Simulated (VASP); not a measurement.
Here is a VASP 6.6.1 calculation.

The input INCAR:

```
SYSTEM = Sn3Te
ALGO     = Fast           ! electronic algorithm
EDIFF    = 1E-7           ! SCF threshold, eV
ENCUT    = 520            ! plane-wave cutoff, eV
GGA      = CA             ! functional
ISIF     = 2              ! what is computed and relaxed
ISMEAR   = -1             ! smearing method
LASPH    = .True.         ! aspherical terms in the spheres
LCHARG   = .False.        ! write CHGCAR
LREAL    = .False.        ! projectors in reciprocal space
LWAVE    = .False.        ! write WAVECAR
NBANDS   = 32             ! bands
NELM     = 100            ! most SCF steps
PREC     = Accurate       ! precision mode
SIGMA    = 0.05           ! smearing width, eV
```

File KPOINTS:

```
k-points
0
Gamma
  6 6 6
  0 0 0
```

The input POSCAR:

```
Sn3Te
1.0
    4.7662957215      0.0000000000      0.0000000000
    0.0000000000      4.7662957215      0.0000000000
    0.0000000000      0.0000000000      4.7662957215
Te Sn
1 3
Direct
    0.0000000000      0.0000000000      0.0000000000
    0.0000000000      0.5000000000      0.5000000000
    0.5000000000      0.0000000000      0.5000000000
    0.5000000000      0.5000000000      0.0000000000
```

Potentials or basis: VASP PAW LDA potentials, release 64 (Te, Sn_d).

Command:

```console
$ cat potpaw_LDA.64/Te/POTCAR potpaw_LDA.64/Sn_d/POTCAR > POTCAR
$ mpirun -np 1 vasp_std > vasp.out
```

Q: What does it give for the band gap on the k mesh?

A: Zero (band 24 reaches 11.20 eV, above the bottom of band 25 at 7.68 eV).

Q: Predict the pressure.

A: -0.7 GPa.

Caveat: spin-orbit coupling is left out, which moves the levels of the heavy elements.
